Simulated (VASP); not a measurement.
Runs of VASP 6.6.1 on LiF. The structure is that of space group Fm-3m (No. 225), or close to it. The cells are those of the table. 

```tsv
level	potentials or basis	cell	k mesh	cutoff (eV)	smearing	gap on the mesh (eV)
PBE	VASP PAW PBE potentials, release 64 (Li_sv, F)	a = 2.821 Å, angles 60.0°, 2 atoms	6 × 6 × 6	520	gaussian 0.01 eV	9.35
PBE	VASP PAW PBE potentials, release 64 (Li_sv, F)	a = 2.708 Å, angles 60.0°, 2 atoms	10 × 10 × 10	520	fermi-dirac 0.02 eV	10.57
r2SCAN	VASP PAW PBE potentials, release 64 (Li_sv, F_h)	a = 2.934 Å, angles 60.0°, 2 atoms	10 × 10 × 10	910	gaussian 0.01 eV	(a)
PBE	VASP PAW PBE potentials, release 64 (Li_sv, F)	a = 2.906 Å, angles 60.0°, 2 atoms	6 × 6 × 6	520	gaussian 0.01 eV	(b)
PBE	VASP PAW PBE potentials, release 64 (Li_sv, F)	a = 2.737 Å, angles 60.0°, 2 atoms	10 × 10 × 10	520	fermi-dirac 0.02 eV	10.24
```

Alike in all rows: task single point; no spin polarisation.

Question: Fill in the values left out.

Answer: (a) 9.44; (b) 8.57.

Caveats: some runs use coarse meshes; the cell stands under tension (at least some runs).

A k mesh can miss the band edges.
